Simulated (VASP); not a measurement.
Cd4Se3S: single point with PBE

Cd4Se3S:

```
Cd Se S
1.0
     6.13001   -0.00011   -0.00015
    -0.00012    6.12995   -0.00019
    -3.06512   -3.06513    6.12499
Cd Se S
4 3 1
Direct
  0.12066 0.12088 0.75590
  0.36489 0.87910 0.24410
  0.63503 0.63529 0.75578
  0.87939 0.36469 0.24421
  0.50018 0.49997 0.00001
  0.74989 0.25003 0.50000
  0.24987 0.75008 0.49999
  0.00009 0.99995 0.00000
```

* Program: VASP 6.6.1
* Task: single point
* Functional: PBE
* Potentials or basis: VASP PAW PBE potentials, release 64 (Cd, Se, S)
* Cutoff: 520 eV
* k mesh: 4 × 4 × 4
* Occupations: gaussian, width 0.1 eV
* Spin: no spin polarisation
* Dipole correction: no
* Further INCAR settings: ALGO = Normal; EDIFF = 1e-06; NBANDS = 46

```
Pressure               : 0.2 GPa
Largest force          : 0.010 eV/Å
Band gap on the k mesh : 0.61 eV
```

Forces in eV/Å, atoms in the order of the input:
```
Cd  -0.005 -0.006  0.006
Cd  -0.005  0.006 -0.006
Cd   0.006  0.004  0.006
Cd   0.005 -0.004 -0.006
Se  -0.001  0.000  0.000
Se   0.000  0.000  0.000
Se   0.000  0.000  0.000
S    0.000  0.000  0.000
```

Levels at points of the mesh, in eV from the valence-band top:
```
           k point  band 33  band 34  band 35  band 36  band 37  band 38  band 39  band 40
(0.00, 0.00, 0.00)    -1.67     0.00     0.00     0.00     0.61     3.31     3.81     4.88
(0.50, 0.00, 0.00)    -1.22    -1.20    -0.81    -0.59     3.33     3.41     4.30     4.38
(0.00, 0.50, 0.00)    -1.22    -1.20    -0.81    -0.59     3.33     3.41     4.30     4.38
(0.50, 0.50, 0.00)    -0.68    -0.59    -0.58    -0.56     2.41     2.50     3.68     3.75
(0.00, 0.00, 0.50)    -1.03    -1.03    -0.82    -0.82     3.20     3.23     3.23     3.40
(0.50, 0.00, 0.50)    -1.22    -1.20    -0.81    -0.59     3.33     3.41     4.30     4.38
(0.00, 0.50, 0.50)    -1.22    -1.20    -0.81    -0.59     3.33     3.41     4.30     4.38
(0.50, 0.50, 0.50)    -0.68    -0.59    -0.58    -0.56     2.41     2.50     3.68     3.75
```

Wall time 13 min on 1 thread of Intel Xeon 8259CL, on a shared host, peak memory 0.54 GiB.

Caveat: semilocal functionals underestimate gaps, and a narrow one can read as zero.
